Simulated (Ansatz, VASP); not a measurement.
## ZnCu: VASP beside Ansatz

```xyz
2
Lattice="2.9156 0.0000 0.0000 0.0000 2.9156 0.0000 0.0000 0.0000 2.9450" Properties=species:S:1:pos:R:3 pbc="T T T"
Zn    1.4578    1.4578    1.4725
Cu    0.0000    0.0000    0.0000
```

Change from the starting cell: equal xx and yy strain of -1 %.

Alike in both runs: task single point; functional PBEsol; k mesh 14 × 14 × 14; occupations fermi-dirac, width 0.05 eV; no spin polarisation.

|  | VASP | Ansatz |
| --- | --- | --- |
| version | VASP 6.6.1 | Ansatz 0.2.0 |
| potentials or method | VASP PAW PBE potentials, release 64 (Zn, Cu), cutoff 520 eV | all-electron LAPW, scalar-relativistic |

```tsv
	VASP	Ansatz	Ansatz less VASP
pressure (GPa)	-1.7	-2.3	-0.67
traceless stress, the component that is largest in VASP (GPa)	-0.39	-0.38	+0.009
```

VASP's potentials were made for PBE, not for PBEsol. Ansatz ran all-electron here, and VASP with PAW potentials.
